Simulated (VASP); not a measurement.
A run of VASP 6.6.1 is set up as follows.

The input INCAR:

```
ALGO = Normal
EDIFF = 1E-6
EDIFFG = -0.005
ENCUT = 600
GGA = PE
IBRION = 2
ISIF = 3
ISMEAR = -1
LASPH = True
LCHARG = False
LREAL = False
LWAVE = False
NELM = 60
NSW = 100
PREC = Accurate
SIGMA = 0.05
```

Contents of KPOINTS:

```
k-points
0
Gamma
  13 13 13
```

File POSCAR:

```
BeTe
1.0
    0.0000000000      2.4723605563      2.4723605563
    2.4723605563      0.0000000000      2.4723605563
    2.4723605563      2.4723605563      0.0000000000
Be Te
1 1
Direct
    0.0000000000      0.0000000000      0.0000000000
    0.5000000000      0.5000000000      0.5000000000
```

Potentials or basis: VASP PAW PBE potentials, release 64 (Be, Te).

Launch:

```sh
$ cat potpaw_PBE.64/Be/POTCAR potpaw_PBE.64/Te/POTCAR > POTCAR
$ mpirun -np 1 vasp_std > vasp.out
```

Q: Estimate the band gap on the k mesh.

A: Zero (bands 4 and 5 overlap by 1.18 eV).

Q: What does it give for the space group after relaxing (to 0.1 Å)?

A: Fm-3m (No. 225).

Q: What does it give for the relaxed volume?

A: 19.27 Å³/atom.

Q: Predict the relaxed cell.

A: a = 3.791 Å, b = 3.791 Å, c = 3.791 Å, α = 60.00°, β = 60.00°, γ = 60.00°.

The path:
```
step  energy change (eV)  largest force (eV/Å)  pressure (GPa)  volume (Å³)
   1              0.0000                0.0000           26.83        30.22
   2             -0.4870                0.0000           -5.55        42.70
   3             -0.5657                0.0000            0.21        38.42
   4             -0.5658                0.0000           -0.10        38.60
   5             -0.5658                0.0000            0.00        38.54
```

Caveat: the volume moved by over 15 % at a fixed basis, so the end points are rough; spin-orbit coupling is left out, which moves the levels of the heavy elements.
